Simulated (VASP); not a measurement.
Here is a VASP 6.6.1 calculation.

File INCAR:

```
PREC = Accurate ; ENCUT = 600
EDIFF = 1E-7 ; ISMEAR = 0
SIGMA = 0.1 ; LREAL = False
LASPH = True ; NELM = 60
ALGO = Normal ; ISIF = 3
LWAVE = False ; LCHARG = False
GGA = PE ; IBRION = 2
NSW = 90 ; EDIFFG = -0.04
```

KPOINTS

```
regular mesh
0
Gamma
  4 4 2
```

POSCAR

```
YTaI6
1.0
    6.1500000000      0.0000000000      0.0000000000
    0.0000000000      6.1500000000      0.0000000000
    0.0000000000      0.0000000000     12.3000000000
Y Ta I
1 1 6
Direct
    0.0000000000      0.0000000000      0.0000000000
    0.0000000000      0.0000000000      0.5000000000
    0.5000000000      0.0000000000      0.0000000000
    0.0000000000      0.5000000000      0.0000000000
    0.0000000000      0.0000000000      0.2528421000
    0.5000000000      0.0000000000      0.5000000000
    0.0000000000      0.5000000000      0.5000000000
    0.0000000000      0.0000000000      0.7471579000
```

Potentials or basis: VASP PAW PBE potentials, release 64 (Y_sv, Ta_pv, I).

Run with:

```bash
$ cat potpaw_PBE.64/Y_sv/POTCAR potpaw_PBE.64/Ta_pv/POTCAR potpaw_PBE.64/I/POTCAR > POTCAR
$ mpirun -np 1 vasp_std > vasp.out
```

(1) What does it give for the relaxed volume?

(2) What does it give for the space group after relaxing (to 0.1 Å)?

Results:

(1) 49.23 Å³/atom.

(2) P4/mmm (No. 123).

Caveat: the volume moved by over 15 % at a fixed basis, so the end points are rough.
